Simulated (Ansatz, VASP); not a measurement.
## Ti in VASP and in Ansatz

File INCAR:

```
SYSTEM = Ti
PREC = Accurate
ENCUT = 520
EDIFF = 1E-6
ISMEAR = -1
SIGMA = 0.05
LREAL = .False.
LASPH = .True.
NELM = 150
ALGO = Normal
ISIF = 2
LWAVE = .False.
LCHARG = .False.
MAGMOM = 0 0 1 0 0 1
LORBIT = 11
LSORBIT = .True.
GGA_COMPAT = .False.
LORBMOM = .True.
LMAXMIX = 4
GGA = B5
ALDAX = 1.0
AGGAX = 1.0
AGGAC = 1.0
ALDAC = 0.0
NBANDS = 36
```

The input KPOINTS:

```
regular mesh
0
Gamma
  12 12 7
  0 0 0
```

File POSCAR:

```
Ti
1.0
    2.9609664028      0.0000000000      0.0000000000
   -1.4804832014      2.5642721246      0.0000000000
    0.0000000000      0.0000000000      4.6877870550
Ti
2
Direct
    0.3333333333      0.6666666667      0.2500000000
    0.6666666667      0.3333333333      0.7500000000
```

Input for Ansatz:

```yaml
crystal:
  lattice:
    - [2.9609664028, 0.0, 0.0]
    - [-1.4804832014, 2.5642721246, 0.0]
    - [0.0, 0.0, 4.687787055]
  atoms:
    - { symbol: Ti, position: [0.3333333333, 0.6666666667, 0.25], spin: 1.0, spin_axis: [0, 0, 1] }
    - { symbol: Ti, position: [0.6666666667, 0.3333333333, 0.75], spin: 1.0, spin_axis: [0, 0, 1] }
hamiltonian:
  xc: blyp
  pseudopotentials:
    kind: paw_fr
    azcp:
      Ti: "pseudopotentials/Ti.paw.azcp"
basis:
  ecutwfc: 420
  fft_grid_basis: typed
kpoints:
  mp_grid: { grid: [12, 12, 7], shift: [0, 0, 0] }
magnetization:
  noncollinear: true
  spin_orbit: true
scf:
  occupations: { method: fermi_dirac, width: 0.05 }
```

Alike in both runs: task single point; functional BLYP; k mesh 12 × 12 × 7; occupations fermi-dirac, width 0.05 eV; non-collinear spin, spin-orbit coupling.

|  | VASP | Ansatz |
| --- | --- | --- |
| version | VASP 6.6.1 | Ansatz 0.2.0 |
| potentials or method | VASP PAW PBE potentials, release 64 (Ti_sv), cutoff 520 eV | plane waves (420 eV) with PAW, fully relativistic with spin-orbit coupling |
| valence electrons in the cell | 24 | 24 |

```csv
,VASP,Ansatz,Ansatz less VASP
net moment per atom (μB),0.00,0.00,0.000
```

VASP's potentials were made for PBE, not for BLYP. The functional is the same, so the differences come from potentials, cutoffs and numerics. Ansatz's warnings: seeded moment not kept.
